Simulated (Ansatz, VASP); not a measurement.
## SrO: VASP beside Ansatz

```
Sr O
1.0
     0.01285    2.56980    2.56980
     2.58265    0.00000    2.58265
     2.56980    2.56980    0.01285
Sr O
1 1
Cartesian
  0.0000 0.0000 0.0000
  2.5826 2.5698 2.5826
```

Change from the starting cell: strain +0.0100 x Voigt [0, 0, 0, 0, 1, 0], atoms carried along.

Alike in both runs: task single point; functional PBE; k mesh 8 × 8 × 8; occupations gaussian, width 0.05 eV; no spin polarisation.

|  | VASP | Ansatz |
| --- | --- | --- |
| version | VASP 6.6.1 | Ansatz 0.2.0 |
| potentials or method | VASP PAW PBE potentials, release 64 (Sr_sv, O), cutoff 520 eV | scalar-relativistic, plane waves, PAW |
| valence electrons in the cell | 16 | 16 |

```csv
,VASP,Ansatz,Ansatz less VASP
gap on the k mesh at the Fermi level (eV),3.25,3.30,+0.049
least direct gap on the mesh (eV),3.34,3.38,+0.038
pressure (GPa),3.5,2.9,-0.59
"traceless stress, the component that is largest in VASP (GPa)",-0.54,-0.54,0.000
```
